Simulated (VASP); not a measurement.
Wanted: the native input for a VASP 6.6.1 run.

```
Task                   : single point
Functional             : PBE
Dispersion             : D3(BJ)
Potentials or basis    : VASP PAW PBE potentials, release 64 (Se, In_d)
Cutoff                 : 520 eV
k mesh                 : 9 × 9 × 1
Occupations            : gaussian, width 0.02 eV
Spin                   : no spin polarisation
Dipole correction      : yes
Further INCAR settings : ALGO = Normal; EDIFF = 1e-06; NBANDS = 27
```

The structure of InSe lies in POSCAR:

```
InSe
1.0
    4.2280000000      0.0000000000      0.0000000000
   -2.1140000000      3.6615554072      0.0000000000
    0.0000000000      0.0000000000     36.7211901288
Se In
2 2
Direct
    0.0000000000      0.0000000000      0.4266497246
    0.0000000000      0.0000000000      0.5733225307
    0.6666666667      0.3333333333      0.4619327665
    0.6666666667      0.3333333333      0.5380395423
```

One way to write it, as run:

INCAR

```
SYSTEM = InSe
PREC = Accurate
ENCUT = 520
EDIFF = 1E-6
ISMEAR = 0
SIGMA = 0.02
LREAL = .False.
LASPH = .True.
NELM = 100
ALGO = Normal
ISIF = 2
LWAVE = .False.
LCHARG = .False.
LDIPOL = .True.
IDIPOL = 3
DIPOL = 0.5 0.5 0.500
GGA = PE
IVDW = 12
NBANDS = 27
```

KPOINTS

```
Automatic mesh
0
Gamma
  9 9 1
  0 0 0
```

Potentials or basis: VASP PAW PBE potentials, release 64 (Se, In_d).

Run with:

```sh
$ cat potpaw_PBE.64/Se/POTCAR potpaw_PBE.64/In_d/POTCAR > POTCAR
$ mpirun -np 1 vasp_std > vasp.out
```

It gave:

- Largest force: 0.618 eV/Å
- Band gap on the k mesh: 1.10 eV (least direct gap 1.15 eV)
- Dispersion energy per atom: -0.199 eV

Caveat: spin-orbit coupling is left out, which moves the levels of the heavy elements.

Wall time 2.8 min on 1 thread of Intel(R) Xeon(R) 6975P-C (Granite Rapids), on a shared host, peak memory 0.67 GiB.
